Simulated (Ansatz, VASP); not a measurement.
WC: VASP beside Ansatz

```
W C
1.0
     2.89820    0.00000    0.00000
    -1.44910    2.50991    0.00000
     0.00000    0.00000    2.85971
W C
1 1
Direct
  0.00000 0.00000 0.00000
  0.66667 0.33333 0.50000
```

Change from the starting cell: z stretched by +1 %, ions relaxed.

Alike in both runs: functional PBE; k mesh 18 × 18 × 16; occupations fermi-dirac, width 0.05 eV; collinear spin.

Ansatz relaxed the structure, and its values are those at the end. VASP's run is a single point on that final structure, the one shown.

|  | VASP | Ansatz |
| --- | --- | --- |
| version | VASP 6.6.1 | Ansatz 0.2.0 |
| potentials or method | VASP PAW PBE potentials, release 64 (W_sv, C) | plane-wave PAW, scalar-relativistic |
| plane-wave cutoff (eV) | 520 | 420 |
| valence electrons in the cell | 18 | 18 |

```tsv
	VASP	Ansatz	Ansatz less VASP
pressure (GPa)	5.3	4.2	-1.12
net moment per atom (μB)	0.00	0.00	0.000
```

Ansatz's warnings: seeded moment not kept, stress scf threshold loose.

Neither program's run includes spin-orbit coupling.
